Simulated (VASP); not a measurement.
A run of VASP 6.6.1 is set up as follows.

The input INCAR:

```
SYSTEM = GaSi62
PREC = Accurate
ENCUT = 520
EDIFF = 1E-6
ISMEAR = 0
SIGMA = 0.05
LREAL = Auto
LASPH = .TRUE.
NELM = 150
ALGO = Normal
ISIF = 2
LWAVE = .FALSE.
LCHARG = .FALSE.
ISPIN = 2
MAGMOM = 0 0 0 0 0 0 0 0 0 0 0 0 0 0 0 0 0 0 0 0 0 0 0 0 0 0 0 0 0 0 0 0 0 0 0 0 0 0 0 0 0 0 0 0 0 0 0 0 0 0 0 0 0 0 0 0 0 0 0 0 0 0 0
LORBIT = 11
NBANDS = 172
```

File KPOINTS:

```
regular mesh
0
G
  1 1 1
  0 0 0
```

POSCAR

```
GaSi62
1.0
   10.8600000000      0.0000000000      0.0000000000
    0.0000000000     10.8600000000      0.0000000000
    0.0000000000      0.0000000000     10.8600000000
Ga Si
1 62
Direct
    0.3707282689      0.1292717311     -0.1292717311
    0.6234408840      0.1258500921      0.1234408840
    0.7491476059      0.2496907919     -0.0018406077
    0.8743706262      0.3745061694      0.1267341621
    0.7476743094      0.0008053407      0.2476743094
    0.8752066298      0.1243575506      0.3752066298
   -0.0002822284      0.0001081952     -0.0001081952
    0.1227282689      0.1253483425      0.1270639042
    0.2497693370      0.2502306630      0.0073564457
    0.3746516575      0.3772717311      0.1270639042
    0.4998918048      0.5002822284     -0.0001081952
    0.6243081031      0.6260081031      0.1243081031
    0.7476743094      0.7523256906     -0.0008053407
    0.8739918969      0.8756918969      0.1243081031
    0.2503092081      0.0018406077      0.2491476059
    0.3752818600      0.1247181400      0.3754609576
    0.4981593923      0.2496907919      0.2491476059
    0.6267341621      0.3745061694      0.3743706262
    0.7494488950      0.5013237569      0.2494488950
    0.8755622468      0.6244377532      0.3755622468
    0.4998918048      0.0001081952      0.4997177716
    0.6270639042      0.1253483425      0.6227282689
    0.7517289134      0.2500190608      0.4986031308
    0.8762076427      0.3743766114      0.6256233886
    0.7491476059      0.0018406077      0.7503092081
    0.8754609576      0.1247181400      0.8752818600
    0.0003318600      0.4996681400      0.0005331492
    0.1254938306      0.6256293738      0.1267341621
    0.2503092081      0.7508523941     -0.0018406077
    0.3741499079      0.8765591160      0.1234408840
   -0.0013968692      0.2500190608      0.2517289134
    0.1256233886      0.3743766114      0.3762076427
    0.2499809392      0.5013968692      0.2517289134
    0.3756424494      0.6247933702      0.3752066298
    0.4991946593      0.7523256906      0.2476743094
    0.6243081031      0.8756918969      0.3739918969
    0.0003318600     -0.0005331492      0.5003318600
    0.1269344383      0.1240162063      0.6269344383
    0.2508139963      0.2491860037      0.5010446593
    0.3759837937      0.3730655617      0.6269344383
    0.5005331492      0.4996681400      0.5003318600
    0.6267341621      0.6256293738      0.6254938306
    0.7494488950      0.7505511050      0.4986762431
    0.8743706262      0.8732658379      0.6254938306
    0.2497693370     -0.0073564457      0.7497693370
    0.5073564457      0.2502306630      0.7497693370
    0.6270639042      0.3772717311      0.8746516575
    0.7517289134      0.5013968692      0.7499809392
    0.8752066298      0.6247933702      0.8756424494
   -0.0013237569      0.7505511050      0.2494488950
    0.1254938306      0.8732658379      0.3743706262
    0.0003558932      0.4996441068      0.5003558932
    0.1256233886      0.6237923573      0.6256233886
    0.2499809392      0.7482710866      0.4986031308
    0.3746516575      0.8729360958      0.6227282689
    0.0010446593      0.2491860037      0.7508139963
    0.1269344383      0.3730655617      0.8759837937
    0.2508139963      0.4989553407      0.7508139963
    0.3752818600      0.6245390424      0.8752818600
    0.4981593923      0.7508523941      0.7503092081
    0.6234408840      0.8765591160      0.8741499079
   -0.0013968692      0.7482710866      0.7499809392
    0.1227282689      0.8729360958      0.8746516575
```

Potentials or basis: VASP PAW LDA potentials, release 64 (Ga_d, Si).

Launch:

```console
$ cat potpaw_LDA.64/Ga_d/POTCAR potpaw_LDA.64/Si/POTCAR > POTCAR
$ mpirun -np 1 vasp_gam > vasp.out
```

(1) What does it give for the largest force?

(2) Predict the net moment.

(3) What does it give for the band gap on the k mesh?

(4) Estimate the pressure.

## Answers

(1) 0.029 eV/Å.

(2) 0.00 μB per cell.

(3) 0.80 eV.

(4) -1.0 GPa.

Caveat: the k points lie up to 0.58 Å⁻¹ apart; no moment was typed at the start, so none could form.
